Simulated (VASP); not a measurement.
# BN (P6_3mc) in VASP: notebook, part 2 of 2

VASP 6.6.1. Earlier steps stand in the parts before.

## 3. Single point, HSE06 (strain -0.5%)

POSCAR

```
BN
1.0
    2.5312302487      0.0000000000      0.0000000000
   -1.2656151244      2.1921096982      0.0000000000
    0.0000000000      0.0000000000      4.1867762627
B N
2 2
Direct
    0.3333333333      0.6666666667      0.0002584899
    0.6666666667      0.3333333333      0.5002584899
    0.3333333333      0.6666666667      0.3747415101
    0.6666666667      0.3333333333      0.8747415101
```

INCAR.step1

```
SYSTEM = BN
PREC = Accurate
ENCUT = 520
EDIFF = 1E-5
ISMEAR = 0
SIGMA = 0.01
LREAL = .False.
LASPH = .True.
NELM = 80
ALGO = Normal
ISIF = 2
LWAVE = .True.
LCHARG = .False.
NBANDS = 16
GGA = PE
```

INCAR.step2

```
SYSTEM = BN
PREC = Accurate
ENCUT = 520
EDIFF = 1E-7
ISMEAR = 0
SIGMA = 0.01
LREAL = .False.
LASPH = .True.
NELM = 80
ALGO = Normal
ISIF = 2
LWAVE = .False.
LCHARG = .False.
GGA = PE
LHFCALC = .True.
HFSCREEN = 0.2079
PRECFOCK = Normal
NBANDS = 16
ISTART = 1
```

KPOINTS

```
Automatic mesh
0
Gamma
  9 9 4
  0 0 0
```

Potentials or basis: VASP PAW PBE potentials, release 64 (B, N).

Started as:

```
cat potpaw_PBE.64/B/POTCAR potpaw_PBE.64/N/POTCAR > POTCAR
cp INCAR.step1 INCAR
mpirun -np 1 vasp_std > vasp.out
cp INCAR.step2 INCAR
mpirun -np 1 vasp_std > vasp.out
```

OUTCAR:

```text
SYSTEM = BN
   PREC = Accurate
   ENCUT = 520
   EDIFF = 1E-7
   ISMEAR = 0
   LREAL = .False.
   LASPH = .True.
   NELM = 80
   ISIF = 2
   GGA = PE
   LHFCALC = .True.
   HFSCREEN = 0.2079
   PRECFOCK = Normal
   ISTART = 1

 ion  position               nearest neighbor table
   1  0.333  0.667  0.000-   4 1.55   4 1.55   4 1.55   3 1.57
   2  0.667  0.333  0.500-   3 1.55   3 1.55   3 1.55   4 1.57
   3  0.333  0.667  0.375-   2 1.55   2 1.55   2 1.55   1 1.57
   4  0.667  0.333  0.875-   1 1.55   1 1.55   1 1.55   2 1.57

  LATTYP: Found a hexagonal cell.
 ALAT       =     2.5312302487
 C/A-ratio  =     1.6540479733

  Lattice vectors:

 A1 = (   2.5312302487,   0.0000000000,   0.0000000000)
 A2 = (  -1.2656151244,   2.1921096982,   0.0000000000)
 A3 = (   0.0000000000,   0.0000000000,   4.1867762627)

Analysis of symmetry for initial positions (statically):
=====================================================================
 Subroutine PRICEL returns:
 Original cell was already a primitive cell.

 Routine SETGRP: Setting up the symmetry group for a
[... 186 lines left out ...]
 cond. band min:      13.4041485659   @ k =   0.3333   0.3333   0.0000
 fundamental gap:      6.4811907923
 Fermi energy:         7.0253440368

 k-point     1 :       0.0000    0.0000    0.0000
  band No.  band energies     occupation
      1     -15.5771      2.00000
      2     -11.0404      2.00000
      3      -5.1201      2.00000
      4       4.5852      2.00000
      5       4.5852      2.00000
      6       6.6420      2.00000
[... 433 lines left out ...]
      3      -2.7838      2.00000
      4      -2.1823      2.00000
      5      -2.1823      2.00000
      6       0.0475      2.00000
[... 8 lines left out ...]
     15      25.9684      0.00000
     16      25.9684      0.00000

 [... further k-points ...]

------------------------ aborting loop because EDIFF is reached ----------------------------------------

  FORCE on cell =-STRESS in cart. coord.  units (eV):
  Direction    XX          YY          ZZ          XY          YZ          ZX
  --------------------------------------------------------------------------------------
  -------------------------------------------------------------------------------------
  Total        0.3278293      0.3278293      0.2538000     -0.0000000      0.0000000      0.0000000
  in kB       22.6091695     22.6091695     17.5036487     -0.0000000      0.0000000      0.0000000
  external PRESSURE =      20.9073292 kB  Pullay stress =       0.0000000 kB

 VOLUME and BASIS-vectors are now :
 -----------------------------------------------------------------------------
  energy-cutoff  :      520.00
  volume of cell :       23.23
      direct lattice vectors                 reciprocal lattice vectors
     2.531230249  0.000000000  0.000000000     0.395064811  0.228090775  0.000000000
    -1.265615124  2.192109698  0.000000000     0.000000000  0.456181550  0.000000000
     0.000000000  0.000000000  4.186776263     0.000000000  0.000000000  0.238847251

 POSITION                                       TOTAL-FORCE (eV/Angst)
 -----------------------------------------------------------------------------------
     -0.00000      1.46141      0.00108         0.000000      0.000000     -0.008684
      1.26562      0.73070      2.09447         0.000000      0.000000     -0.008684
     -0.00000      1.46141      1.56896         0.000000      0.000000      0.008684
      1.26562      0.73070      3.66235        -0.000000     -0.000000      0.008684
 -----------------------------------------------------------------------------------
    total drift:                                0.000000     -0.000000     -0.000048

  FREE ENERGIE OF THE ION-ELECTRON SYSTEM (eV)
  ---------------------------------------------------
  free  energy   TOTEN  =       -40.5826144875 eV

  energy  without entropy=      -40.5826144875  energy(sigma->0) =      -40.58261449
```

OUTCAR.step1:

```text
SYSTEM = BN
   PREC = Accurate
   ENCUT = 520
   EDIFF = 1E-5
   ISMEAR = 0
   LREAL = .False.
   LASPH = .True.
   NELM = 80
[... 687 lines left out ...]
      1.26562      0.73070      2.09447         0.000000      0.000000      0.008886
     -0.00000      1.46141      1.56896        -0.000000      0.000000     -0.008886
      1.26562      0.73070      3.66235         0.000000     -0.000000     -0.008886
 -----------------------------------------------------------------------------------
    total drift:                               -0.000000      0.000000     -0.001045

  FREE ENERGIE OF THE ION-ELECTRON SYSTEM (eV)
  ---------------------------------------------------
  free  energy   TOTEN  =       -34.8095857662 eV

  energy  without entropy=      -34.8095857662  energy(sigma->0) =      -34.80958577
```

Run time: 69 min. Hardware: 1 thread of Oxide Virtual Turin-like, shared host; peak memory 0.22 GiB.

Results:

```
Free energy            : -40.5826 eV
Pressure               : 2.1 GPa
Largest force          : 0.009 eV/Å
Band gap on the k mesh : 6.48 eV (least direct gap 10.02 eV)
```

Forces in eV/Å, atoms in the order of the input:
```
B    0.000  0.000 -0.009
B    0.000  0.000 -0.009
N    0.000  0.000  0.009
N    0.000  0.000  0.009
```

Levels at points of the mesh, in eV from the valence-band top:
```tsv
k point	band 6	band 7	band 8	band 9	band 10	band 11
(0.00, 0.00, 0.00)	-0.28	0.00	0.00	10.15	10.15	10.44
(0.00, 0.00, 0.50)	-1.29	-1.29	-1.29	11.37	11.37	11.82
```

Caveat: the cell differs from its parent crystal (strain -0.5%); the PAW data sets were made with another functional, which shifts forces and pressure a little; an odd mesh through Γ misses points on the zone boundary, where band edges can lie.
